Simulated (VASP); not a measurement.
Here is a VASP 6.6.1 calculation.

INCAR

```
SYSTEM = CdS
ALGO = Normal
EDIFF = 1E-6
EDIFFG = -0.01
ENCUT = 600
GGA = PS
IBRION = 2
ISIF = 3
ISMEAR = -1
LASPH = .True.
LCHARG = .False.
LREAL = .False.
LWAVE = .False.
NELM = 60
NSW = 80
PREC = Accurate
SIGMA = 0.02
```

File KPOINTS:

```
k-points
0
Gamma
  6 6 4
  0 0 0
```

POSCAR

```
CdS
1.0
    4.1500000000      0.0000000000      0.0000000000
   -2.0750000000      3.5940054300      0.0000000000
    0.0000000000      0.0000000000      6.7370000000
Cd S
2 2
Direct
    0.3333333300      0.6666666700      0.0000000000
    0.6666666700      0.3333333300      0.5000000000
    0.3333333300      0.6666666700      0.3750000000
    0.6666666700      0.3333333300      0.8750000000
```

Potentials or basis: VASP PAW PBE potentials, release 64 (Cd, S).

Command:

```sh
$ cat potpaw_PBE.64/Cd/POTCAR potpaw_PBE.64/S/POTCAR > POTCAR
$ mpirun -np 1 vasp_std > vasp.out
```

**Question.** Predict the relaxed cell.

**Answer.** a = 4.129 Å, b = 4.129 Å, c = 6.731 Å, α = 90.00°, β = 90.00°, γ = 120.00°.

**Question.** What does it give for the space group after relaxing (to 0.05 Å)?

**Answer.** P6_3mc (No. 186).

The path:
```
step  energy change (eV)  largest force (eV/Å)  pressure (GPa)  volume (Å³)
   1              0.0000                0.0659           -0.52       100.48
   2             -0.0031                0.0023            0.08        99.31
   3             -0.0031                0.0071            0.00        99.39
```

Caveat: the PAW data sets were made with another functional, which shifts forces and pressure a little.
